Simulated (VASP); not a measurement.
# Li2Se (Fm-3m) in VASP: notebook, part 2 of 2

VASP 6.6.1. Earlier steps stand in the parts before.

## (3) Vibrations by perturbation theory, PBEsol

This run uses another cell than the first one, of 16.63 Å³/atom.

Contents of INCAR:

```
SYSTEM = Li2Se
PREC     = Accurate       ! precision mode
ENCUT    = 750            ! plane-wave cutoff, eV
EDIFF    = 1E-8           ! SCF threshold, eV
ISMEAR   = 0              ! smearing method
SIGMA    = 0.01           ! smearing width, eV
LREAL    = .FALSE.        ! projectors in reciprocal space
LASPH    = .TRUE.         ! aspherical terms in the spheres
NELM     = 120            ! most SCF steps
ALGO     = Normal         ! electronic algorithm
ISIF     = 2              ! what is computed and relaxed
LWAVE    = .FALSE.        ! write WAVECAR
LCHARG   = .TRUE.         ! write CHGCAR
GGA      = PS             ! functional
IBRION   = 8              ! ionic algorithm
NSW      = 1              ! ionic steps
LEPSILON = .TRUE.         ! dielectric tensor by DFPT
GGA_COMPAT= .FALSE.
```

Contents of KPOINTS:

```
Automatic mesh
0
G
  8 8 8
  0 0 0
```

Contents of POSCAR:

```
Li2Se
1.0
    0.0000000000      2.9216804625      2.9216804625
    2.9216804625      0.0000000000      2.9216804625
    2.9216804625      2.9216804625      0.0000000000
Li Se
2 1
Direct
    0.2500000000      0.2500000000      0.2500000000
    0.7500000000      0.7500000000      0.7500000000
    0.0000000000      0.0000000000      0.0000000000
```

Potentials or basis: VASP PAW PBE potentials, release 64 (Li_sv, Se).

Command:

```console
cat potpaw_PBE.64/Li_sv/POTCAR potpaw_PBE.64/Se/POTCAR > POTCAR
mpirun -np 1 vasp_std > vasp.out
```

OUTCAR:

```text
SYSTEM = Li2Se
   PREC = Accurate
   ENCUT = 750
   EDIFF = 1E-8
   ISMEAR = 0
   LREAL = .FALSE.
   LASPH = .TRUE.
   NELM = 120
   ISIF = 2
   GGA = PS
   IBRION = 8
   NSW = 1
   LEPSILON = .TRUE.

 ion  position               nearest neighbor table
   1  0.250  0.250  0.250-   3 2.53   3 2.53   3 2.53   3 2.53
   2  0.750  0.750  0.750-   3 2.53   3 2.53   3 2.53   3 2.53
   3  0.000  0.000  0.000-   1 2.53   2 2.53   2 2.53   2 2.53   2 2.53   1 2.53   1 2.53   1 2.53

  LATTYP: Found a face centered cubic cell.
 ALAT       =     5.8433609250

  Lattice vectors:

 A1 = (   0.0000000000,   2.9216804625,   2.9216804625)
 A2 = (   2.9216804625,   0.0000000000,   2.9216804625)
 A3 = (   2.9216804625,   2.9216804625,   0.0000000000)

Analysis of symmetry for initial positions (statically):
=====================================================================
 Subroutine PRICEL returns:
 Original cell was already a primitive cell.

 Routine SETGRP: Setting up the symmetry group for a
 face centered cubic supercell.

 Subroutine GETGRP returns: Found 48 space group operations
 (whereof 48 operations were pure point group operations)
 out of a pool of 48 trial point group operations.

The static configuration has the point symmetry O_h .

Analysis of symmetry for dynamics (positions and initial velocities):
=====================================================================
 Subroutine PRICEL returns:
 Original cell was already a primitive cell.

 Routine SETGRP: Setting up the symmetry group for a
[... 583 lines left out ...]
    2     0.00000     0.91585     0.00000
    3     0.00000     0.00000     0.91585
 ion    2
    1     0.91585     0.00000     0.00000
    2     0.00000     0.91585     0.00000
    3     0.00000     0.00000     0.91585
 ion    3
    1    -1.83170     0.00000     0.00000
    2     0.00000    -1.83170    -0.00000
    3     0.00000    -0.00000    -1.83170

 INTERNAL STRAIN TENSOR FOR ION    3 for displacements in x,y,z  (eV/Angst):
          X           Y           Z          XY          YZ          ZX
  --------------------------------------------------------------------------------
  x     0.00000     0.00000     0.00000     0.00000     0.00000     0.00000
  y     0.00000     0.00000     0.00000     0.00000     0.00000     0.00000
  z     0.00000     0.00000     0.00000     0.00000     0.00000     0.00000

 SECOND DERIVATIVES (NOT SYMMETRIZED)
 ------------------------------------
               1X          1Y          1Z          2X          2Y          2Z          3X          3Y          3Z
  1X    -2.967720    0.000000    0.000000    0.828690    0.000000   -0.000000    2.139030    0.000000    0.000000
  1Y     0.000000   -2.967720    0.000000    0.000000    0.828690    0.000000    0.000000    2.139030    0.000000
  1Z     0.000000    0.000000   -2.967720   -0.000000    0.000000    0.828690    0.000000    0.000000    2.139030
  2X     0.828690    0.000000   -0.000000   -2.967720    0.000000    0.000000    2.139030    0.000000    0.000000
  2Y     0.000000    0.828690    0.000000    0.000000   -2.967720    0.000000    0.000000    2.139030    0.000000
  2Z    -0.000000    0.000000    0.828690    0.000000    0.000000   -2.967720    0.000000    0.000000    2.139030
  3X     2.162915    0.000000    0.000000    2.162915    0.000000    0.000000   -4.325831    0.000000    0.000000
  3Y     0.000000    2.162915    0.000000    0.000000    2.162915    0.000000    0.000000   -4.325831    0.000000
  3Z     0.000000    0.000000    2.162915    0.000000    0.000000    2.162915    0.000000    0.000000   -4.325831

 Eigenvectors and eigenvalues of the dynamical matrix
 ----------------------------------------------------

   1 f  =   11.504779 THz    72.286657 2PiTHz  383.758110 cm-1    47.579920 meV
             X         Y         Z           dx          dy          dz
      1.460840  1.460840  1.460840    -0.053430   -0.452248   -0.540941
      4.382521  4.382521  4.382521     0.053430    0.452248    0.540941
      0.000000  0.000000  0.000000     0.000000    0.000000    0.000000
[... 43 lines left out ...]
   9 f/i=    0.018707 THz     0.117538 2PiTHz    0.623988 cm-1     0.077365 meV
             X         Y         Z           dx          dy          dz
      1.460840  1.460840  1.460840     0.018628   -0.168428    0.217699
      4.382521  4.382521  4.382521     0.018628   -0.168428    0.217699
      0.000000  0.000000  0.000000     0.062171   -0.562137    0.726582

--------------------------------------------------------------------------------------------------------

 MACROSCOPIC STATIC DIELECTRIC TENSOR IONIC CONTRIBUTION
 ------------------------------------------------------
           2.824060     0.000000    -0.000000
           0.000000     2.824060     0.000000
          -0.000000     0.000000     2.824060
 ------------------------------------------------------

 ELASTIC MODULI CONTR FROM IONIC RELAXATION (kBar)
 Direction    XX          YY          ZZ          XY          YZ          ZX
 --------------------------------------------------------------------------------
 XX          -0.0000     -0.0000      0.0000     -0.0000      0.0000      0.0000
 YY          -0.0000     -0.0000     -0.0000     -0.0000     -0.0000      0.0000
 ZZ           0.0000     -0.0000     -0.0000      0.0000     -0.0000      0.0000
 XY          -0.0000     -0.0000      0.0000    -86.4761      0.0000      0.0000
 YZ           0.0000     -0.0000     -0.0000      0.0000    -86.4761     -0.0000
 ZX           0.0000      0.0000      0.0000      0.0000     -0.0000    -86.4761
 --------------------------------------------------------------------------------

 PIEZOELECTRIC TENSOR IONIC CONTR  for field in x, y, z        (C/m^2)
          XX          YY          ZZ          XY          YZ          ZX
  --------------------------------------------------------------------------------
  x    -0.00000    -0.00000     0.00000    -0.00000     0.00000     0.00000
  y     0.00000     0.00000     0.00000     0.00000    -0.00000    -0.00000
  z    -0.00000    -0.00000     0.00000    -0.00000    -0.00000    -0.00000
```

OSZICAR:

```text
N       E                     dE             d eps       ncg     rms          rms(c)
DAV:   1     0.420027864935E+02    0.42003E+02   -0.69617E+03   580   0.151E+03
DAV:   2    -0.525937279427E+01   -0.47262E+02   -0.45270E+02   674   0.217E+02
DAV:   3    -0.114880236423E+02   -0.62287E+01   -0.62108E+01  1024   0.576E+01
DAV:   4    -0.117396964872E+02   -0.25167E+00   -0.25139E+00   840   0.129E+01
DAV:   5    -0.117438997105E+02   -0.42032E-02   -0.42029E-02   894   0.158E+00    0.282E+00
[... 268 lines left out ...]
RMM:  13    -0.866123211342E-01    0.37106E-07    0.42220E-07  2887   0.118E-04    0.197E-06
RMM:  14    -0.866122892506E-01    0.31884E-07    0.16703E-07  2923   0.862E-05    0.269E-06
RMM:  15    -0.866122892658E-01   -0.15241E-10    0.11021E-07  2844   0.645E-05    0.147E-06
RMM:  16    -0.866122850142E-01    0.42516E-08    0.10701E-07  2552   0.550E-05    0.175E-06
RMM:  17    -0.866122849975E-01    0.16684E-10    0.93520E-08  2049   0.485E-05    0.515E-07
 Linear response finished
```

Run time: 17 min. Hardware: 1 thread of Intel Xeon Platinum 8259CL at 2.50GHz (Skylake/Cascade Lake), shared host; peak memory 0.44 GiB.

What came out:

* Electronic dielectric tensor (diagonal): 4.48
* Born charges (mean of the diagonal): Li +0.92; Se -1.83 e
* Highest phonon frequency at Γ, LO-TO splitting left out: 384 cm⁻¹

Phonon frequencies in cm⁻¹ (negative: imaginary):
| q point | frequencies |
| --- | --- |
| (0.000, 0.000, 0.000) | -1 -1 -1 313 313 313 384 384 384 |

Electronic dielectric tensor:
```
4.48 0.00 0.00
0.00 4.48 0.00
0.00 0.00 4.48
```

Born effective charge tensors (e):
atom 1, Li
```
0.92 0.00 0.00
0.00 0.92 0.00
0.00 0.00 0.92
```
atom 2, Li
```
0.92 0.00 0.00
0.00 0.92 0.00
0.00 0.00 0.92
```
atom 3, Se
```
-1.83  0.00  0.00
 0.00 -1.83  0.00
 0.00  0.00 -1.83
```

Caveat: the cell stands under pressure or tension, which shifts response properties; the PAW data sets were made with another functional, which shifts forces and pressure a little.

## (4) Vibrations by perturbation theory, PBEsol

This run uses another cell than the first one, of 14.62 Å³/atom.

Contents of INCAR:

```
SYSTEM = Li2Se
PREC = Accurate
ENCUT = 750
EDIFF = 1E-8
ISMEAR = 0
SIGMA = 0.01
LREAL = .False.
LASPH = .True.
NELM = 120
ALGO = Normal
ISIF = 2
LWAVE = .False.
LCHARG = .False.
GGA = PS
IBRION = 8
NSW = 1
LEPSILON = .True.
GGA_COMPAT = .False.
```

Contents of KPOINTS:

```
Automatic mesh
0
Gamma
  8 8 8
  0 0 0
```

Contents of POSCAR:

```
Li2Se
1.0
    0.0000000000      2.7989412310      2.7989412310
    2.7989412310      0.0000000000      2.7989412310
    2.7989412310      2.7989412310      0.0000000000
Li Se
2 1
Direct
    0.2500000000      0.2500000000      0.2500000000
    0.7500000000      0.7500000000      0.7500000000
    0.0000000000      0.0000000000      0.0000000000
```

Potentials or basis: VASP PAW PBE potentials, release 64 (Li_sv, Se).

Command:

```console
cat potpaw_PBE.64/Li_sv/POTCAR potpaw_PBE.64/Se/POTCAR > POTCAR
mpirun -np 1 vasp_std > vasp.out
```

OUTCAR:

```text
SYSTEM = Li2Se
   PREC = Accurate
   ENCUT = 750
   EDIFF = 1E-8
   ISMEAR = 0
   LREAL = .False.
   LASPH = .True.
   NELM = 120
   ISIF = 2
   GGA = PS
   IBRION = 8
   NSW = 1
   LEPSILON = .True.

 ion  position               nearest neighbor table
   1  0.250  0.250  0.250-   3 2.42   3 2.42   3 2.42   3 2.42
   2  0.750  0.750  0.750-   3 2.42   3 2.42   3 2.42   3 2.42
   3  0.000  0.000  0.000-   2 2.42   2 2.42   2 2.42   1 2.42   1 2.42   1 2.42   2 2.42   1 2.42

  LATTYP: Found a face centered cubic cell.
[... 693 lines left out ...]
             X         Y         Z           dx          dy          dz
      1.399471  1.399471  1.399471    -0.265975   -0.075451   -0.009175
      4.198412  4.198412  4.198412    -0.265975   -0.075451   -0.009175
      0.000000  0.000000  0.000000    -0.884882   -0.251022   -0.030526

--------------------------------------------------------------------------------------------------------

 MACROSCOPIC STATIC DIELECTRIC TENSOR IONIC CONTRIBUTION
 ------------------------------------------------------
           1.848368    -0.000000     0.000000
          -0.000000     1.848368    -0.000000
          -0.000000    -0.000000     1.848368
 ------------------------------------------------------

 ELASTIC MODULI CONTR FROM IONIC RELAXATION (kBar)
 Direction    XX          YY          ZZ          XY          YZ          ZX
 --------------------------------------------------------------------------------
 XX          -0.0000     -0.0000     -0.0000     -0.0000      0.0000     -0.0000
 YY          -0.0000     -0.0000      0.0000     -0.0000      0.0000      0.0000
 ZZ          -0.0000      0.0000     -0.0000      0.0000      0.0000     -0.0000
 XY          -0.0000     -0.0000      0.0000   -230.1608      0.0000     -0.0000
 YZ           0.0000      0.0000      0.0000      0.0000   -230.1608      0.0000
 ZX          -0.0000      0.0000     -0.0000     -0.0000      0.0000   -230.1608
 --------------------------------------------------------------------------------

 PIEZOELECTRIC TENSOR IONIC CONTR  for field in x, y, z        (C/m^2)
          XX          YY          ZZ          XY          YZ          ZX
  --------------------------------------------------------------------------------
  x     0.00000     0.00000    -0.00000     0.00000    -0.00000    -0.00000
  y    -0.00000    -0.00000    -0.00000     0.00000     0.00000     0.00000
  z     0.00000     0.00000     0.00000     0.00000    -0.00000     0.00000
```

Wall time 9.1 min (1 thread of Intel Xeon Platinum 8488C (Sapphire Rapids), shared host); peak memory 0.38 GiB.

Results:

* Electronic dielectric tensor (diagonal): 4.62
* Born charges (mean of the diagonal): Li +0.85; Se -1.70 e
* Highest phonon frequency at Γ, LO-TO splitting left out: 448 cm⁻¹

Phonon frequencies in cm⁻¹ (negative: imaginary):
| q point | frequencies |
| --- | --- |
| (0.000, 0.000, 0.000) | -1 -1 -1 382 382 382 448 448 448 |

Electronic dielectric tensor:
```
4.62 0.00 0.00
0.00 4.62 0.00
0.00 0.00 4.62
```

Born effective charge tensors (e):
atom 1, Li
```
0.85 0.00 0.00
0.00 0.85 0.00
0.00 0.00 0.85
```
atom 2, Li
```
0.85 0.00 0.00
0.00 0.85 0.00
0.00 0.00 0.85
```
atom 3, Se
```
-1.70  0.00  0.00
 0.00 -1.70  0.00
 0.00  0.00 -1.70
```

Caveat: the cell stands under pressure or tension, which shifts response properties; the PAW data sets were made with another functional, which shifts forces and pressure a little.
